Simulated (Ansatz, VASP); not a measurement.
# One calculation of Pb, two programs

File INCAR:

```
SYSTEM = Pb
PREC = Accurate
ENCUT = 520
EDIFF = 1E-6
ISMEAR = -1
SIGMA = 0.05
LREAL = .FALSE.
LASPH = .TRUE.
NELM = 100
ALGO = Normal
ISIF = 2
LWAVE = .FALSE.
LCHARG = .FALSE.
GGA = PE
NBANDS = 21
```

The input KPOINTS:

```
Automatic mesh
0
G
  8 8 8
  0 0 0
```

The input POSCAR:

```
Pb
1.0
    0.0000000000      3.4168854378      3.4168854378
    3.4168854378      0.0000000000      3.4168854378
    3.4168854378      3.4168854378      0.0000000000
Pb
2
Direct
   -0.2825000000     -0.0725000000     -0.0725000000
    0.2825000000      0.0725000000      0.0725000000
```

Input for Ansatz:

```yaml
crystal:
  lattice:
    - [0.0, 3.4168854378, 3.4168854378]
    - [3.4168854378, 0.0, 3.4168854378]
    - [3.4168854378, 3.4168854378, 0.0]
  atoms:
    - { symbol: Pb, position: [-0.2825, -0.0725, -0.0725] }
    - { symbol: Pb, position: [0.2825, 0.0725, 0.0725] }
kpoints:
  mp_grid: { grid: [8, 8, 8] }
scf:
  occupations: { method: fermi_dirac, width: 0.05 }
hamiltonian:
  xc: pbe
  pseudopotentials: { kind: paw, level: accurate }
output:
  forces: true
  stress: true
  eigenvalues: true
```

Alike in both runs: task single point; functional PBE; k mesh 8 × 8 × 8; occupations fermi-dirac, width 0.05 eV; no spin polarisation.

```csv
,VASP,Ansatz
version,VASP 6.6.1,Ansatz 0.2.0
potentials or method,"VASP PAW PBE potentials, release 64 (Pb_d)","PAW with other files of Ansatz's library (level accurate), scalar-relativistic"
plane-wave cutoff (eV),520,700
valence electrons in the cell,28,44
```

Ansatz gave:

* pressure (GPa): 103.3
* traceless stress, the component that is largest in VASP (GPa): -103.31
* rms of the force components (eV/Å): 52.229

Estimate VASP's values.

pressure (GPa): 82.1; traceless stress, the component that is largest in VASP (GPa): -81.38; rms of the force components (eV/Å): 41.128.

Atom by atom the forces differ by 11.100 eV/Å (rms over components). The pressures are high and differ by over a tenth, so treat them with care. VASP's potentials hold 28 valence electrons a cell and Ansatz's 44, so a difference there can come from the potentials and not from the codes.

Neither program's run includes spin-orbit coupling. Noted on VASP's run: the cell as given lies far from equilibrium.
